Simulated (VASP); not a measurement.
# As (R-3m) in VASP: single point with PBEsol

Aim: the single point of As with PBEsol.

Program: VASP 6.6.1. These are calculated values, not measurements. Logs are shortened: lines on timing, memory, paths and dates and some standing lists are left out, and cuts for length are marked.

**1. The cell of the first run**

The structure is trigonal, space group R-3m (No. 166). The conventional cell has a = 3.781 Å, b = 3.781 Å, c = 10.101 Å, α = 90.00°, β = 90.00°, γ = 120.00°. As (site symmetry 3m) has 6 As at 2.53 to 3.02 Å within 3.3 Å.

**2. Single point, PBEsol**

Contents of INCAR:

```
SYSTEM = As
  ALGO = Normal
  EDIFF = 1E-6
  ENCUT = 510
  GGA = PS
  GGA_COMPAT = .False.
  ISIF = 2
  ISMEAR = 0
  LASPH = .True.
  LCHARG = .True.
  LELF = .True.
  LREAL = .False.
  LVHAR = .True.
  LWAVE = .False.
  NBANDS = 22
  NELM = 120
  PREC = Accurate
  SIGMA = 0.05
```

Contents of KPOINTS:

```
k-points
0
Gamma
  14 14 14
  0 0 0
```

Contents of POSCAR:

```
As
1.0
    1.8905716712      1.0915220633      3.3671202229
   -1.8905716712      1.0915220633      3.3671202229
    0.0000000000     -2.1830441266      3.3671202229
As
2
Direct
    0.2302001869      0.2302001869      0.2302001869
    0.7697998131      0.7697998131      0.7697998131
```

Potentials or basis: VASP PAW PBE potentials, release 64 (As_d).

Launch:

```console
$ cat potpaw_PBE.64/As_d/POTCAR > POTCAR
$ mpirun -np 1 vasp_std > vasp.out
```

OUTCAR:

```text
SYSTEM = As
   EDIFF = 1E-6
   ENCUT = 510
   GGA = PS
   ISIF = 2
   ISMEAR = 0
   LASPH = .True.
   LREAL = .False.
   NELM = 120
   PREC = Accurate

 ion  position               nearest neighbor table
   1  0.230  0.230  0.230-   2 2.53   2 2.53   2 2.53
   2  0.770  0.770  0.770-   1 2.53   1 2.53   1 2.53

  LATTYP: Found a trigonal (rhomboedric) cell.
 ALAT       =     4.0128768052
 COS(alpha) =     0.5560800801

  Lattice vectors:

 A1 = (   1.8905716712,   1.0915220633,   3.3671202229)
 A2 = (  -1.8905716712,   1.0915220633,   3.3671202229)
 A3 = (   0.0000000000,  -2.1830441266,   3.3671202229)

Analysis of symmetry for initial positions (statically):
=====================================================================
 Subroutine PRICEL returns:
 Original cell was already a primitive cell.

 Routine SETGRP: Setting up the symmetry group for a
 trigonal (rhombohedral) supercell.

 Subroutine GETGRP returns: Found 12 space group operations
 (whereof 12 operations were pure point group operations)
 out of a pool of 12 trial point group operations.

The static configuration has the point symmetry D_3d.

Analysis of symmetry for dynamics (positions and initial velocities):
=====================================================================
 Subroutine PRICEL returns:
 Original cell was already a primitive cell.

 Routine SETGRP: Setting up the symmetry group for a
 trigonal (rhombohedral) supercell.

 Subroutine GETGRP returns: Found 12 space group operations
 (whereof 12 operations were pure point group operations)
 out of a pool of 12 trial point group operations.

The dynamic configuration has the point symmetry D_3d.

 Subroutine INISYM returns: Found 12 space group operations
 (whereof 12 operations are pure point group operations),
 and found     1 'primitive' translations

----------------------------------------------------------------------------------------

                                     Primitive cell

  volume of cell :      41.6903

  direct lattice vectors                    reciprocal lattice vectors
     1.890571671  1.091522063  3.367120223     0.264470270  0.152691981  0.098996564
    -1.890571671  1.091522063  3.367120223    -0.264470270  0.152691981  0.098996564
     0.000000000 -2.183044127  3.367120223     0.000000000 -0.305383963  0.098996564

  length of vectors
     4.012876805  4.012876805  4.012876805     0.321029102  0.321029102  0.321029102

  position of ions in fractional coordinates (direct lattice)
     0.230200187  0.230200187  0.230200187
     0.769799813  0.769799813  0.769799813

  ion indices of the primitive-cell ions
   primitive index   ion index
                 1           1
                 2           2

----------------------------------------------------------------------------------------

 KPOINTS: k-points

Automatic generation of k-mesh.
 Grid dimensions read from file:
 generate k-points for:   14   14   14

 Generating k-lattice:

  Cartesian coordinates                     Fractional coordinates (reciprocal lattice)
     0.018890734  0.010906570  0.007071183     0.071428571  0.000000000  0.000000000
    -0.018890734  0.010906570  0.007071183     0.000000000  0.071428571  0.000000000
     0.000000000 -0.021813140  0.007071183     0.000000000  0.000000000  0.071428571

  Length of vectors
     0.022930650  0.022930650  0.022930650

  Shift w.r.t. Gamma in fractional coordinates (k-lattice)
     0.000000000  0.000000000  0.000000000

 Subroutine IBZKPT returns following result:
 ===========================================

 Found    288 irreducible k-points:

 Following reciprocal coordinates:
            Coordinates               Weight
  0.000000  0.000000  0.000000      1.000000
  0.071429  0.000000 -0.000000      6.000000
  0.142857 -0.000000  0.000000      6.000000
  0.214286 -0.000000 -0.000000      6.000000
  0.285714 -0.000000 -0.000000      6.000000
  0.357143 -0.000000 -0.000000      6.000000
[... 16 lines left out ...]
  0.214286  0.142857 -0.000000     12.000000
  0.285714  0.142857  0.000000     12.000000
 [... further k-points ...]
   k-points           NKPTS =    288   k-points in BZ     NKDIM =    288   number of bands    NBANDS=     22
   number of dos      NEDOS =    301   number of ions     NIONS =      2
   total plane-waves  NPLWV =  27000
   dimension x,y,z NGX =    30 NGY =   30 NGZ =   30
   dimension x,y,z NGXF=    60 NGYF=   60 NGZF=   60
   ions per type =               2
   NGX,Y,Z   is equivalent  to a cutoff of  12.43, 12.43, 12.43 a.u.
   NGXF,Y,Z  is equivalent  to a cutoff of  24.86, 24.86, 24.86 a.u.
 SYSTEM =  As
   PREC   = accura    normal or accurate (medium, high low for compatibility)
   ISTART =      0    job   : 0-new  1-cont  2-samecut
   ICHARG =      2    charge: 1-file 2-atom 10-const
   ISPIN  =      1    spin polarized calculation?
   LNONCOLLINEAR =      F non collinear calculations
   LSORBIT =      F    spin-orbit coupling
   LASPH  =      T    aspherical Exc in radial PAW
   ENCUT  =  510.0 eV  37.48 Ry    6.12 a.u.   7.39  7.39  7.39*2*pi/ulx,y,z
   NELM   =    120;   NELMIN=  2; NELMDL= -5     # of ELM steps
   EDIFF  = 0.1E-05   stopping-criterion for ELM
   LREAL  =      F    real-space projection
   EDIFFG = 0.1E-04   stopping-criterion for IOM
   NSW    =      0    number of steps for IOM
   IBRION =     -1    ionic relax: 0-MD 1-quasi-New 2-CG
   NFREE  =      0    steps in history (QN), initial steepest desc. (CG)
   ISIF   =      2    stress and relaxation
   ISYM   =      2    0-nonsym 1-usesym 2-fastsym
   POTIM  = 0.5000    time-step for ionic-motion
   TEBEG  =    0.0;   TEEND  =   0.0 temperature during run
   PSTRESS=    0.0 pullay stress
   NELECT =      30.0000    total number of electrons
   NUPDOWN=      -1.0000    fix difference up-down
   EMIN   =  10.00;   EMAX   =-10.00  energy-range for DOS
   EFERMI =   0.00;   METHOD = LEGACY
   ISMEAR =     0;   SIGMA  =   0.05  broadening in eV -4-tet -1-fermi 0-gaus
   EFERMI_NEDOS =   21; number of points for ismear=-14 and -15
   IALGO  =     38    algorithm
   IMIX   =      4    mixing-type and parameters
     AMIX     =   0.40;   BMIX     =  1.00
     AMIX_MAG =   1.60;   BMIX_MAG =  1.00
  volume/ion in A,a.u.               =      20.85       140.67
  Fermi-wavevector in a.u.,A,eV,Ry     =   1.467022  2.772270 29.281841  2.152155
  Thomas-Fermi vector in A             =   2.582690
   LORBIT       =      0    0 simple, 1 ext, 2 COOP (PROOUT), +10 PAW based schemes
   GGA     = PS    functional components
   LHFCALC =     F    Hartree Fock is set to
   AEXX    =    0.0000 exact exchange contribution
   IVDW    =     0    specifies the selected vdW correction
   LEPSILON=     F    determine dielectric tensor
   LRPA    =     F    only Hartree local field effects (RPA)
 non-spin polarized calculation
 Gauss-broadening in eV      SIGMA  =   0.05
  energy-cutoff  :      510.00
  volume of cell :       41.69
 maximum number of plane-waves:      1105
 NGX is ok and might be reduce to    30
   NGX = 15   NGY = 15   NGZ = 15

 number of electron      30.0000017 magnetization

 Free energy of the ion-electron system (eV)
  ---------------------------------------------------
  ext. energy  EPLUGINS =         0.00000000
  ---------------------------------------------------
  free energy    TOTEN  =       -10.24761429 eV

  energy without entropy =      -10.24749989  energy(sigma->0) =      -10.24755709

 E-fermi :   4.0014     XC(G=0): -11.0402

 val. band max:        3.8520360310   @ k =   0.4286   0.0714   0.0714
 cond. band min:       4.0202058868   @ k =   0.4286  -0.0000  -0.0000
 fundamental gap:      0.1681698558
 Fermi energy:         4.0014150735

 k-point     1 :       0.0000    0.0000    0.0000
  band No.  band energies     occupation
      1     -32.3109      2.00000
      2     -32.3109      2.00000
      3     -32.2651      2.00000
      4     -32.2651      2.00000
      5     -32.2385      2.00000
      6     -32.1984      2.00000
[... 14 lines left out ...]
     21      10.8003      0.00000
     22      12.5396      0.00000

 k-point     2 :       0.0714    0.0000   -0.0000
  band No.  band energies     occupation
      1     -32.3100      2.00000
      2     -32.3093      2.00000
      3     -32.2646      2.00000
      4     -32.2641      2.00000
      5     -32.2380      2.00000
      6     -32.1991      2.00000
[... 14 lines left out ...]
     21      10.4818      0.00000
     22      13.0421      0.00000

 k-point     3 :       0.1429   -0.0000    0.0000
  band No.  band energies     occupation
      1     -32.3076      2.00000
      2     -32.3048      2.00000
      3     -32.2629      2.00000
      4     -32.2610      2.00000
      5     -32.2364      2.00000
      6     -32.2013      2.00000
[... 14 lines left out ...]
     21      10.4921      0.00000
     22      14.2027      0.00000

 k-point     4 :       0.2143   -0.0000   -0.0000
  band No.  band energies     occupation
      1     -32.3038      2.00000
      2     -32.2975      2.00000
      3     -32.2604      2.00000
      4     -32.2562      2.00000
      5     -32.2339      2.00000
      6     -32.2047      2.00000
[... 14 lines left out ...]
     21      11.0623      0.00000
     22      15.6847      0.00000

 k-point     5 :       0.2857   -0.0000   -0.0000
  band No.  band energies     occupation
      1     -32.2994      2.00000
      2     -32.2881      2.00000
      3     -32.2574      2.00000
      4     -32.2500      2.00000
      5     -32.2307      2.00000
      6     -32.2093      2.00000
[... 417 lines left out ...]
 k-point    22 :       0.1429    0.1429    0.0000
  band No.  band energies     occupation
      1     -32.3104      2.00000
      2     -32.3003      2.00000
      3     -32.2635      2.00000
      4     -32.2599      2.00000
      5     -32.2358      2.00000
      6     -32.2025      2.00000
[... 14 lines left out ...]
     21      11.3016      0.00000
     22      13.1248      0.00000

 k-point    23 :       0.2143    0.1429   -0.0000
  band No.  band energies     occupation
      1     -32.3090      2.00000
      2     -32.2946      2.00000
      3     -32.2621      2.00000
      4     -32.2569      2.00000
      5     -32.2341      2.00000
      6     -32.2051      2.00000
[... 14 lines left out ...]
     21      11.9176      0.00000
     22      13.5651      0.00000

 k-point    24 :       0.2857    0.1429    0.0000
  band No.  band energies     occupation
      1     -32.3058      2.00000
      2     -32.2875      2.00000
      3     -32.2592      2.00000
      4     -32.2531      2.00000
      5     -32.2315      2.00000
      6     -32.2092      2.00000
[... 14 lines left out ...]
     21      12.6067      0.00000
     22      14.6800      0.00000

 [... further k-points ...]

------------------------ aborting loop because EDIFF is reached ----------------------------------------

  FORCE on cell =-STRESS in cart. coord.  units (eV):
  Direction    XX          YY          ZZ          XY          YZ          ZX
  --------------------------------------------------------------------------------------
  -------------------------------------------------------------------------------------
  Total        0.0795763      0.0795763      0.0765928      0.0000000      0.0000000      0.0000000
  in kB        3.0581507      3.0581507      2.9434945      0.0000000      0.0000000      0.0000000
  external PRESSURE =       3.0199320 kB  Pullay stress =       0.0000000 kB

 VOLUME and BASIS-vectors are now :
 -----------------------------------------------------------------------------
  energy-cutoff  :      510.00
  volume of cell :       41.69
      direct lattice vectors                 reciprocal lattice vectors
     1.890571671  1.091522063  3.367120223     0.264470270  0.152691981  0.098996564
    -1.890571671  1.091522063  3.367120223    -0.264470270  0.152691981  0.098996564
     0.000000000 -2.183044127  3.367120223     0.000000000 -0.305383963  0.098996564

 POSITION                                       TOTAL-FORCE (eV/Angst)
 -----------------------------------------------------------------------------------
      0.00000      0.00000      2.32534         0.000000     -0.000000      0.007376
      0.00000      0.00000      7.77603         0.000000      0.000000     -0.007376
 -----------------------------------------------------------------------------------
    total drift:                                0.000000     -0.000000      0.000000

  FREE ENERGIE OF THE ION-ELECTRON SYSTEM (eV)
  ---------------------------------------------------
  free  energy   TOTEN  =       -10.2476142902 eV

  energy  without entropy=      -10.2474998929  energy(sigma->0) =      -10.24755709
```

Wall time 5.6 min (1 thread of Intel Xeon Platinum 8259CL at 2.50GHz (Skylake/Cascade Lake), shared host); peak memory 0.31 GiB.

Results:

```
Free energy            : -10.2476 eV
Pressure               : 0.3 GPa
Largest force          : 0.007 eV/Å
Band gap on the k mesh : zero (bands 15 and 16 overlap by 0.43 eV)
```

Forces on the atoms (eV/Å):
```
As   0.000  0.000  0.007
As   0.000  0.000 -0.007
```

Caveat: the PAW data sets were made with another functional, which shifts forces and pressure a little.

The gap in the log of VASP goes by the Fermi energy; the results here count the filled bands.